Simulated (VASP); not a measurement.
# NbP (I4_1md) in VASP: a series of runs

The runs below take NbP through single point, with PBEsol.

All numbers are computed with VASP 6.6.1; they aren't measurements. Logs are shortened: lines on timing, memory, paths and dates and some standing lists are left out, and cuts for length are marked.

### Step 1. The cell of the first run

The structure is tetragonal, space group I4_1md (No. 109). Conventional cell: a = 3.374 Å, b = 3.374 Å, c = 11.589 Å, α = 90.00°, β = 90.00°, γ = 90.00°. Within 3.4 Å of Nb (site symmetry 2mm) lie 6 P at 2.57 Å and 8 Nb at 3.35 to 3.37 Å. Within 3.4 Å of P (site symmetry 2mm) lie 6 Nb at 2.57 Å and 8 P at 3.35 to 3.37 Å.

### Step 2. Single point, PBEsol (16.49 Å³/atom)

Input file INCAR:

```
PREC = Accurate
ENCUT = 520
EDIFF = 1E-6
ISMEAR = 0
SIGMA = 0.1
LREAL = False
LASPH = True
NELM = 80
ALGO = Normal
ISIF = 2
LWAVE = False
LCHARG = True
GGA = PS
LELF = True
LVHAR = True
NBANDS = 26
```

Input file KPOINTS:

```
regular mesh
0
Gamma
  18 18 18
```

Input file POSCAR:

```
NbP
1.0
   -1.6870662320      1.6870662320      5.7943143950
    1.6870662320     -1.6870662320      5.7943143950
    1.6870662320      1.6870662320     -5.7943143950
Nb P
2 2
Direct
    0.7498549319      0.7498549319      0.0000000000
    0.4998549319      0.9998549319      0.5000000000
    0.3327736431      0.3327736431      0.0000000000
    0.0827736431      0.5827736431      0.5000000000
```

Potentials or basis: VASP PAW PBE potentials, release 64 (Nb_sv, P).

Started as:

```sh
> cat potpaw_PBE.64/Nb_sv/POTCAR potpaw_PBE.64/P/POTCAR > POTCAR
> mpirun -np 1 vasp_std > vasp.out
```

OUTCAR:

```text
PREC = Accurate
   ENCUT = 520
   EDIFF = 1E-6
   ISMEAR = 0
   LREAL = False
   LASPH = True
   NELM = 80
   ISIF = 2
   GGA = PS

 ion  position               nearest neighbor table
   1  0.750  0.750  0.000-   4 2.57   4 2.57   3 2.57   3 2.57   3 2.57   3 2.57
   2  0.500  1.000  0.500-   3 2.57   3 2.57   4 2.57   4 2.57   4 2.57   4 2.57
   3  0.333  0.333  0.000-   2 2.57   2 2.57   1 2.57   1 2.57   1 2.57   1 2.57
   4  0.083  0.583  0.500-   1 2.57   1 2.57   2 2.57   2 2.57   2 2.57   2 2.57

  LATTYP: Found a body centered tetragonal cell.
 ALAT       =     3.3741324640
 C/A-ratio  =     3.4345506330

  Lattice vectors:

 A1 = (  -1.6870662320,   1.6870662320,   5.7943143950)
 A2 = (   1.6870662320,  -1.6870662320,   5.7943143950)
 A3 = (   1.6870662320,   1.6870662320,  -5.7943143950)

Analysis of symmetry for initial positions (statically):
=====================================================================
 Subroutine PRICEL returns:
 Original cell was already a primitive cell.

 Routine SETGRP: Setting up the symmetry group for a
 body centered tetragonal supercell.

 Subroutine GETGRP returns: Found  8 space group operations
 (whereof  4 operations were pure point group operations)
 out of a pool of 16 trial point group operations.

The static configuration has the point symmetry C_2v.
 The point group associated with its full space group is C_4v.

Analysis of symmetry for dynamics (positions and initial velocities):
=====================================================================
 Subroutine PRICEL returns:
 Original cell was already a primitive cell.

 Routine SETGRP: Setting up the symmetry group for a
 body centered tetragonal supercell.

 Subroutine GETGRP returns: Found  8 space group operations
 (whereof  4 operations were pure point group operations)
 out of a pool of 16 trial point group operations.

The dynamic configuration has the point symmetry C_2v.
 The point group associated with its full space group is C_4v.

 Subroutine INISYM returns: Found  8 space group operations
 (whereof  4 operations are pure point group operations),
 and found     1 'primitive' translations

----------------------------------------------------------------------------------------

                                     Primitive cell

  volume of cell :      65.9669

  direct lattice vectors                    reciprocal lattice vectors
    -1.687066232  1.687066232  5.794314395     0.000000000  0.296372478  0.086291486
     1.687066232 -1.687066232  5.794314395     0.296372478  0.000000000  0.086291486
     1.687066232  1.687066232 -5.794314395     0.296372478  0.296372478  0.000000000

  length of vectors
     6.266295896  6.266295896  6.266295896     0.308679229  0.308679229  0.419133978

  position of ions in fractional coordinates (direct lattice)
     0.749854932  0.749854932  0.000000000
     0.499854932  0.999854932  0.500000000
     0.332773643  0.332773643  0.000000000
     0.082773643  0.582773643  0.500000000

  ion indices of the primitive-cell ions
   primitive index   ion index
                 1           1
                 2           2
                 3           3
                 4           4

----------------------------------------------------------------------------------------

 KPOINTS: regular mesh

Automatic generation of k-mesh.
 Grid dimensions read from file:
 generate k-points for:   18   18   18

 Generating k-lattice:

  Cartesian coordinates                     Fractional coordinates (reciprocal lattice)
     0.000000000  0.016465138  0.004793971     0.055555556  0.000000000 -0.000000000
     0.016465138  0.000000000  0.004793971     0.000000000  0.055555556 -0.000000000
     0.016465138  0.016465138  0.000000000     0.000000000  0.000000000  0.055555556

  Length of vectors
     0.017148846  0.017148846  0.023285221

  Shift w.r.t. Gamma in fractional coordinates (k-lattice)
     0.000000000  0.000000000  0.000000000

 Subroutine IBZKPT returns following result:
 ===========================================

 Found    480 irreducible k-points:

 Following reciprocal coordinates:
            Coordinates               Weight
  0.000000  0.000000  0.000000      1.000000
  0.055556  0.000000  0.000000      8.000000
  0.111111  0.000000  0.000000      8.000000
  0.166667  0.000000  0.000000      8.000000
  0.222222  0.000000 -0.000000      8.000000
  0.277778  0.000000 -0.000000      8.000000
[... 16 lines left out ...]
 -0.277778  0.055556  0.000000     16.000000
 -0.222222  0.055556  0.000000     16.000000
 [... further k-points ...]
   k-points           NKPTS =    480   k-points in BZ     NKDIM =    480   number of bands    NBANDS=     26
   number of dos      NEDOS =    301   number of ions     NIONS =      4
   total plane-waves  NPLWV = 110592
   dimension x,y,z NGX =    48 NGY =   48 NGZ =   48
   dimension x,y,z NGXF=    96 NGYF=   96 NGZF=   96
   ions per type =               2   2
   NGX,Y,Z   is equivalent  to a cutoff of  12.73, 12.73, 12.73 a.u.
   NGXF,Y,Z  is equivalent  to a cutoff of  25.47, 25.47, 25.47 a.u.
 SYSTEM =  unknown system
   PREC   = accura    normal or accurate (medium, high low for compatibility)
   ISTART =      0    job   : 0-new  1-cont  2-samecut
   ICHARG =      2    charge: 1-file 2-atom 10-const
   ISPIN  =      1    spin polarized calculation?
   LNONCOLLINEAR =      F non collinear calculations
   LSORBIT =      F    spin-orbit coupling
   LASPH  =      T    aspherical Exc in radial PAW
   ENCUT  =  520.0 eV  38.22 Ry    6.18 a.u.  11.65 11.65 11.65*2*pi/ulx,y,z
   NELM   =     80;   NELMIN=  2; NELMDL= -5     # of ELM steps
   EDIFF  = 0.1E-05   stopping-criterion for ELM
   LREAL  =      F    real-space projection
   EDIFFG = 0.1E-04   stopping-criterion for IOM
   NSW    =      0    number of steps for IOM
   IBRION =     -1    ionic relax: 0-MD 1-quasi-New 2-CG
   NFREE  =      0    steps in history (QN), initial steepest desc. (CG)
   ISIF   =      2    stress and relaxation
   ISYM   =      2    0-nonsym 1-usesym 2-fastsym
   POTIM  = 0.5000    time-step for ionic-motion
   TEBEG  =    0.0;   TEEND  =   0.0 temperature during run
   PSTRESS=    0.0 pullay stress
   NELECT =      36.0000    total number of electrons
   NUPDOWN=      -1.0000    fix difference up-down
   EMIN   =  10.00;   EMAX   =-10.00  energy-range for DOS
   EFERMI =   0.00;   METHOD = LEGACY
   ISMEAR =     0;   SIGMA  =   0.10  broadening in eV -4-tet -1-fermi 0-gaus
   EFERMI_NEDOS =   21; number of points for ismear=-14 and -15
   IALGO  =     38    algorithm
   IMIX   =      4    mixing-type and parameters
     AMIX     =   0.40;   BMIX     =  1.00
     AMIX_MAG =   1.60;   BMIX_MAG =  1.00
  volume/ion in A,a.u.               =      16.49       111.29
  Fermi-wavevector in a.u.,A,eV,Ry     =   1.337828  2.528128 24.351480  1.789783
  Thomas-Fermi vector in A             =   2.466346
   LORBIT       =      0    0 simple, 1 ext, 2 COOP (PROOUT), +10 PAW based schemes
   GGA     = PS    functional components
   LHFCALC =     F    Hartree Fock is set to
   AEXX    =    0.0000 exact exchange contribution
   IVDW    =     0    specifies the selected vdW correction
   LEPSILON=     F    determine dielectric tensor
   LRPA    =     F    only Hartree local field effects (RPA)
 non-spin polarized calculation
 Gauss-broadening in eV      SIGMA  =   0.10
  energy-cutoff  :      520.00
  volume of cell :       65.97
 maximum number of plane-waves:      1798
   NGX = 23   NGY = 23   NGZ = 23

 number of electron      35.9999999 magnetization

 Free energy of the ion-electron system (eV)
  ---------------------------------------------------
  ext. energy  EPLUGINS =         0.00000000
  ---------------------------------------------------
  free energy    TOTEN  =       -37.71125569 eV

  energy without entropy =      -37.70931381  energy(sigma->0) =      -37.71028475

 E-fermi :  10.1439     XC(G=0): -11.9839

 val. band max:       10.1425946338   @ k =  -0.1667  -0.4444   0.1667
 cond. band min:      10.1502807712   @ k =  -0.1111   0.4444   0.1111
 fundamental gap:      0.0076861374
 Fermi energy:        10.1438920765

 k-point     1 :       0.0000    0.0000    0.0000
  band No.  band energies     occupation
      1     -44.7612      2.00000
      2     -44.7283      2.00000
      3     -21.0204      2.00000
      4     -20.8454      2.00000
      5     -20.8454      2.00000
      6     -20.7067      2.00000
[... 18 lines left out ...]
     25      14.1053      0.00000
     26      14.1054      0.00000

 k-point     2 :       0.0556    0.0000    0.0000
  band No.  band energies     occupation
      1     -44.7605      2.00000
      2     -44.7280      2.00000
      3     -21.0178      2.00000
      4     -20.8530      2.00000
      5     -20.8447      2.00000
      6     -20.7147      2.00000
[... 18 lines left out ...]
     25      14.0730      0.00000
     26      14.2555      0.00000

 k-point     3 :       0.1111    0.0000    0.0000
  band No.  band energies     occupation
      1     -44.7586      2.00000
      2     -44.7272      2.00000
      3     -21.0105      2.00000
      4     -20.8748      2.00000
      5     -20.8430      2.00000
      6     -20.7363      2.00000
[... 18 lines left out ...]
     25      14.1807      0.00000
     26      14.6411      0.00000

 k-point     4 :       0.1667    0.0000    0.0000
  band No.  band energies     occupation
      1     -44.7556      2.00000
      2     -44.7261      2.00000
      3     -21.0008      2.00000
      4     -20.9062      2.00000
      5     -20.8402      2.00000
      6     -20.7675      2.00000
[... 18 lines left out ...]
     25      14.4277      0.00000
     26      15.1385      0.00000

 k-point     5 :       0.2222    0.0000   -0.0000
  band No.  band energies     occupation
      1     -44.7518      2.00000
      2     -44.7247      2.00000
      3     -20.9968      2.00000
      4     -20.9362      2.00000
      5     -20.8369      2.00000
      6     -20.8040      2.00000
[... 18 lines left out ...]
     25      14.6443      0.00000
     26      15.6321      0.00000

 k-point     6 :       0.2778    0.0000   -0.0000
  band No.  band energies     occupation
      1     -44.7477      2.00000
      2     -44.7234      2.00000
      3     -21.0176      2.00000
      4     -20.9436      2.00000
      5     -20.8397      2.00000
      6     -20.8333      2.00000
[... 427 lines left out ...]
 k-point    21 :      -0.3889    0.0556    0.0000
  band No.  band energies     occupation
      1     -44.7401      2.00000
      2     -44.7209      2.00000
      3     -21.0832      2.00000
      4     -20.9436      2.00000
      5     -20.8764      2.00000
      6     -20.8340      2.00000
[... 18 lines left out ...]
     25      14.5254      0.00000
     26      16.3088      0.00000

 k-point    22 :      -0.3333    0.0556    0.0000
  band No.  band energies     occupation
      1     -44.7436      2.00000
      2     -44.7216      2.00000
      3     -21.0518      2.00000
      4     -20.9397      2.00000
      5     -20.8679      2.00000
      6     -20.8368      2.00000
[... 18 lines left out ...]
     25      14.6795      0.00000
     26      16.2142      0.00000

 k-point    23 :      -0.2778    0.0556    0.0000
  band No.  band energies     occupation
      1     -44.7476      2.00000
      2     -44.7227      2.00000
      3     -21.0172      2.00000
      4     -20.9444      2.00000
      5     -20.8414      2.00000
      6     -20.8390      2.00000
[... 18 lines left out ...]
     25      14.8066      0.00000
     26      15.9357      0.00000

 k-point    24 :      -0.2222    0.0556    0.0000
  band No.  band energies     occupation
      1     -44.7516      2.00000
      2     -44.7240      2.00000
      3     -20.9977      2.00000
      4     -20.9358      2.00000
      5     -20.8440      2.00000
      6     -20.8038      2.00000
[... 18 lines left out ...]
     25      14.7361      0.00000
     26      15.5189      0.00000

 [... further k-points ...]

------------------------ aborting loop because EDIFF is reached ----------------------------------------

  FORCE on cell =-STRESS in cart. coord.  units (eV):
  Direction    XX          YY          ZZ          XY          YZ          ZX
  --------------------------------------------------------------------------------------
  -------------------------------------------------------------------------------------
  Total       -4.3543802     -4.3543802     -4.3433559      0.0000000      0.0000000      0.0000000
  in kB     -105.7573637   -105.7573637   -105.4896109      0.0000000      0.0000000      0.0000000
  external PRESSURE =    -105.6681128 kB  Pullay stress =       0.0000000 kB

 VOLUME and BASIS-vectors are now :
 -----------------------------------------------------------------------------
  energy-cutoff  :      520.00
  volume of cell :       65.97
      direct lattice vectors                 reciprocal lattice vectors
    -1.687066232  1.687066232  5.794314395     0.000000000  0.296372478  0.086291486
     1.687066232 -1.687066232  5.794314395     0.296372478  0.000000000  0.086291486
     1.687066232  1.687066232 -5.794314395     0.296372478  0.296372478  0.000000000

 POSITION                                       TOTAL-FORCE (eV/Angst)
 -----------------------------------------------------------------------------------
      0.00000      0.00000      8.68979         0.000000      0.000000      0.002975
      1.68707      0.00000      5.79263        -0.000000     -0.000000      0.002975
      0.00000      0.00000      3.85639         0.000000      0.000000     -0.002975
      1.68707     -0.00000      0.95923         0.000000      0.000000     -0.002975
 -----------------------------------------------------------------------------------
    total drift:                               -0.000000     -0.000000     -0.000302

  FREE ENERGIE OF THE ION-ELECTRON SYSTEM (eV)
  ---------------------------------------------------
  free  energy   TOTEN  =       -37.7112556864 eV

  energy  without entropy=      -37.7093138069  energy(sigma->0) =      -37.71028475
```

Run time: 22 min. Hardware: 1 thread of AMD EPYC 9R45 (Zen 5), shared host; peak memory 0.81 GiB.

What came out:

```yaml
Free_energy: -37.7113 eV
Pressure: -10.6 GPa
Band_gap_on_the_k_mesh: zero (bands 18 and 19 overlap by 0.13 eV)
```

Forces on the atoms (eV/Å):
```
Nb   0.000  0.000  0.003
Nb   0.000  0.000  0.003
P    0.000  0.000 -0.003
P    0.000  0.000 -0.003
```

Caveat: the cell stands under tension; the PAW data sets were made with another functional, which shifts forces and pressure a little.

(Continued in part 2 of 2.)

The gap in the log of VASP goes by the Fermi energy; the results here count the filled bands.